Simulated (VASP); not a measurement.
Input of a VASP 6.6.1 run:

File INCAR:

```
PREC = Accurate ; ENCUT = 600
EDIFF = 1E-7 ; ISMEAR = 0
SIGMA = 0.01 ; LREAL = F
LASPH = T ; NELM = 120
ALGO = Normal ; ISIF = 3
LWAVE = F ; LCHARG = F
GGA = CA ; IBRION = 2
NSW = 80 ; EDIFFG = -0.001
GGA_COMPAT = F ; NELMIN = 4
```

KPOINTS

```
regular mesh
0
Gamma
  6 6 8
```

The input POSCAR:

```
MgH2
1.0
    4.4283876792      0.0000000000      0.0000000000
    0.0000000000      4.4283876792      0.0000000000
    0.0000000000      0.0000000000      2.9732946548
Mg H
2 4
Direct
    0.0000000000      0.0000000000      0.0000000000
    0.5000000000      0.5000000000      0.5000000000
    0.3043313088      0.3043313088      0.0000000000
    0.1956686912      0.8043313088      0.5000000000
    0.6956686912      0.6956686912      0.0000000000
    0.8043313088      0.1956686912      0.5000000000
```

Potentials or basis: VASP PAW LDA potentials, release 64 (Mg, H).

Launch:

```sh
$ cat potpaw_LDA.64/Mg/POTCAR potpaw_LDA.64/H/POTCAR > POTCAR
$ mpirun -np 1 vasp_std > vasp.out
```

Q: What does it give for the relaxed volume?

A: 9.64 Å³/atom.

Q: Predict the band gap on the k mesh.

A: 3.51 eV (least direct gap 4.39 eV).

Q: What does it give for the space group after relaxing (to 0.1 Å)?

A: P4_2/mnm (No. 136).

The path:
```
step  energy change (eV)  largest force (eV/Å)  pressure (GPa)  volume (Å³)
   1              0.0000                0.0007           -0.42        58.31
   2             -0.0004                0.0014           -0.21        58.10
   3             -0.0006                0.0022            0.01        57.87
   4             -0.0006                0.0021            0.00        57.88
   5             -0.0006                0.0005            0.00        57.88
   6             -0.0006                0.0024            0.00        57.86
   7             -0.0006                0.0013            0.00        57.86
   8             -0.0006                0.0001            0.00        57.86
```

A k mesh can miss the band edges. Zero-point motion and thermal expansion aren't in these numbers.
